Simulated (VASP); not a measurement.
A run of VASP 6.6.1:

INCAR

```
SYSTEM = Ca
PREC     = Accurate       ! precision mode
ENCUT    = 600            ! plane-wave cutoff, eV
EDIFF    = 1E-7           ! SCF threshold, eV
ISMEAR   = -1             ! smearing method
SIGMA    = 0.08           ! smearing width, eV
LREAL    = .False.        ! projectors in reciprocal space
LASPH    = .True.         ! aspherical terms in the spheres
NELM     = 80             ! most SCF steps
ALGO     = Normal         ! electronic algorithm
ISIF     = 3              ! what is computed and relaxed
LWAVE    = .False.        ! write WAVECAR
LCHARG   = .False.        ! write CHGCAR
GGA      = PE             ! functional
IBRION   = 2              ! ionic algorithm
NSW      = 32             ! ionic steps
EDIFFG   = -0.005         ! ionic threshold
PSTRESS  = 22.0
```

File KPOINTS:

```
Automatic mesh
0
Gamma
  11 11 11
  0 0 0
```

The input POSCAR:

```
Ca
1.0
    3.3428030580      0.0000000000      0.0000000000
    0.0000000000      3.3428030580      0.0000000000
    0.0000000000      0.0000000000      3.3428030580
Ca
1
Direct
    0.0000000000      0.0000000000      0.0000000000
```

Potentials or basis: VASP PAW PBE potentials, release 64 (Ca_sv).

Command:

```sh
$ cat potpaw_PBE.64/Ca_sv/POTCAR > POTCAR
$ mpirun -np 1 vasp_std > vasp.out
```

Hardware: 1 thread of Intel(R) Xeon(R) 6975P-C (Granite Rapids) (shared host).

Task: Estimate the wall time of this run.

Result: Wall time 13 s on 1 thread of Intel(R) Xeon(R) 6975P-C (Granite Rapids) (shared host), peak memory 0.17 GiB. Counts: scf iterations 19, k points 56, ion steps 2.
